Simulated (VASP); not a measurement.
Here is a VASP 6.6.1 calculation.

Contents of INCAR:

```
PREC     = Accurate       # precision mode
ENCUT    = 520            # plane-wave cutoff, eV
EDIFF    = 1E-7           # SCF threshold, eV
ISMEAR   = 0              # smearing method
SIGMA    = 0.15           # smearing width, eV
LREAL    = False          # projectors in reciprocal space
LASPH    = True           # aspherical terms in the spheres
NELM     = 100            # most SCF steps
ALGO     = Normal         # electronic algorithm
ISIF     = 2              # what is computed and relaxed
LWAVE    = False          # write WAVECAR
LCHARG   = False          # write CHGCAR
GGA      = PE             # functional
IVDW     = 12             # dispersion correction
NBANDS   = 8              # bands
```

KPOINTS

```
Automatic mesh
0
Gamma
  20 20 20
```

POSCAR

```
Al
1.0
    0.0000000000      1.9632606000      1.9936203000
    1.9632606000      0.0000000000      1.9936203000
    1.9632606000      1.9632606000      0.0000000000
Al
1
Direct
    0.0000000000      0.0000000000      0.0000000000
```

Potentials or basis: VASP PAW PBE potentials, release 64 (Al).

Launch:

```sh
$ cat potpaw_PBE.64/Al/POTCAR > POTCAR
$ mpirun -np 1 vasp_std > vasp.out
```

Question: Estimate the pressure.

Answer: 2.4 GPa.

Question: Estimate the dispersion energy per atom.

Answer: -0.362 eV.

Stress tensor (GPa, compression positive):
```
2.69 0.00 0.00
0.00 2.69 0.00
0.00 0.00 1.93
```

Caveat: the cell differs from its parent crystal (strain -0.030 along x and y, -0.015 along z); pairwise dispersion overbinds metals, which lowers pressure and volume.
